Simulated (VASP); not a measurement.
A run of VASP 6.6.1 is set up as follows.

File INCAR:

```
ALGO = Fast
EDIFF = 1E-7
ENCUT = 520
GGA = PS
ISIF = 2
ISMEAR = 0
LASPH = T
LCHARG = F
LREAL = F
LWAVE = F
NBANDS = 54
NELM = 60
PREC = Accurate
SIGMA = 0.1
```

File KPOINTS:

```
k-points
0
Gamma
  8 8 8
```

The input POSCAR:

```
Ta
1.0
    5.2532208822      0.0000000000      0.0000000000
    0.0000000000      5.2532208822      0.0000000000
    0.0000000000      0.0000000000      5.2532208822
Ta
8
Direct
    0.0000000000      0.0000000000      0.0000000000
    0.5000000000      0.5000000000      0.5000000000
    0.2500000000      0.0000000000      0.5000000000
    0.7500000000      0.0000000000      0.5000000000
    0.5000000000      0.7500000000      0.0000000000
    0.5000000000      0.2500000000      0.0000000000
    0.0000000000      0.5000000000      0.7500000000
    0.0000000000      0.5000000000      0.2500000000
```

Potentials or basis: VASP PAW PBE potentials, release 64 (Ta_pv).

Launch:

```bash
$ cat potpaw_PBE.64/Ta_pv/POTCAR > POTCAR
$ mpirun -np 1 vasp_std > vasp.out
```

Problem. What does it give for the band gap on the k mesh?

Solution. Zero (band 44 reaches 5.40 eV, above the bottom of band 45 at 5.23 eV).

Problem. Estimate the pressure.

Solution. 0.2 GPa.

Caveat: the PAW data sets were made with another functional, which shifts forces and pressure a little; spin-orbit coupling is left out, which moves the levels of the heavy elements.
